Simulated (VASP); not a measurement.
V: single point with PBEsol

The system is V.

```
V
1.0
    -1.31569    1.31569    1.31569
     1.31569   -1.31569    1.31569
     1.31569    1.31569   -1.31569
V
1
Direct
  0.00000 0.00000 0.00000
```

```yaml
Program: VASP 6.6.1
Task: single point
Functional: PBEsol
Potentials_or_basis: VASP PAW PBE potentials, release 64 (V_sv)
Cutoff: 520 eV
k_mesh: 20 × 20 × 20
Occupations: fermi-dirac, width 0.05 eV
Spin: no spin polarisation
Dipole_correction: no
Further_INCAR_settings: ALGO = Normal; EDIFF = 1e-07; NBANDS = 12
```

* Pressure: 132.5 GPa

Levels at points of the mesh, in eV from the Fermi level:
```tsv
k point	band 2	band 3	band 4	band 5	band 6	band 7	band 8	band 9	band 10	band 11
(0.00, 0.00, 0.00)	-35.63	-35.63	-35.63	-6.92	0.27	0.27	0.27	3.49	3.49	23.45
(0.50, 0.00, 0.00)	-38.52	-36.47	-35.69	-4.91	-2.34	3.68	3.95	4.24	6.63	16.17
(0.50, 0.50, 0.50)	-37.49	-37.49	-37.49	-5.50	-5.50	5.91	5.91	5.91	14.76	14.76
```

It took 20 s on 1 thread of Intel(R) Xeon(R) Platinum 8488C (Sapphire Rapids), on a shared host, peak memory 0.14 GiB.

Caveat: the PAW data sets were made with another functional, which shifts forces and pressure a little.
